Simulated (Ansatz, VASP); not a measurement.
Al2Cu: VASP beside Ansatz

Contents of POSCAR:

```
Al2Cu
1.0
   -2.0881782423      2.0881782423      2.8669875134
    2.0881782423     -2.0881782423      2.8669875134
    2.0881782423      2.0881782423     -2.8669875134
Al Cu
2 1
Direct
    0.7500000000      0.2500000000      0.5000000000
    0.2500000000      0.7500000000      0.5000000000
    0.5000000000      0.5000000000      0.0000000000
```

The input INCAR.step1:

```
SYSTEM = Al2Cu
ALGO = Normal ; EDIFF = 1E-4
ENCUT = 520 ; GGA = PE
ISMEAR = 0 ; LASPH = .TRUE.
LCHARG = .FALSE. ; LREAL = .FALSE.
LWAVE = .TRUE. ; NBANDS = 16
NELM = 100 ; PREC = Accurate
SIGMA = 0.15
```

File INCAR.step2:

```
SYSTEM = Al2Cu
ALGO = Normal ; EDIFF = 1E-6
ENCUT = 520 ; ISIF = 2
ISMEAR = 0 ; ISTART = 1
LASPH = .TRUE. ; LCHARG = .TRUE.
LELF = .TRUE. ; LMIXTAU = .TRUE.
LREAL = .FALSE. ; LVHAR = .TRUE.
LWAVE = .FALSE. ; METAGGA = R2SCAN
NBANDS = 16 ; NELM = 100
PREC = Accurate ; SIGMA = 0.15
```

File KPOINTS:

```
k-points
0
G
  16 16 16
  0 0 0
```

Input for Ansatz:

```yaml
crystal:
  lattice:
    - [-2.0881782423, 2.0881782423, 2.8669875134]
    - [2.0881782423, -2.0881782423, 2.8669875134]
    - [2.0881782423, 2.0881782423, -2.8669875134]
  atoms:
    - { symbol: Al, position: [0.75, 0.25, 0.5] }
    - { symbol: Al, position: [0.25, 0.75, 0.5] }
    - { symbol: Cu, position: [0.5, 0.5, 0.0] }
basis:
  ecutwfc: 500
kpoints:
  mp_grid: { grid: [16, 16, 16] }
hamiltonian:
  xc: r2scan
scf:
  occupations: { method: gaussian, width: 0.15 }
output:
  forces: true
  stress: true
  eigenvalues: true
```

Change from the starting cell: strain +0.030 along x and y, +0.000 along z, atoms carried along.

Alike in both runs: task single point; functional r2SCAN; k mesh 16 × 16 × 16; occupations gaussian, width 0.15 eV; no spin polarisation.

```csv
,VASP,Ansatz
version,VASP 6.6.1,Ansatz 0.2.0
potentials or method,"VASP PAW PBE potentials, release 64 (Al, Cu), cutoff 520 eV","scalar-relativistic, plane waves, PAW"
valence electrons in the cell,17,25
```

```tsv
	VASP	Ansatz	Ansatz less VASP
gap on the k mesh at the Fermi level (eV)	none	none	-
pressure (GPa)	-5.6	-5.5	+0.07
traceless stress, the component that is largest in VASP (GPa)	1.99	2.01	+0.016
```

VASP's potentials were made for PBE, not for r2SCAN. A gap of «none» marks a metal or a gap that the smearing closes. With one functional, cell and mesh, what is left measures potentials, basis and numerics. VASP's potentials hold 17 valence electrons a cell and Ansatz's 25, so a difference there can come from the potentials and not from the codes.
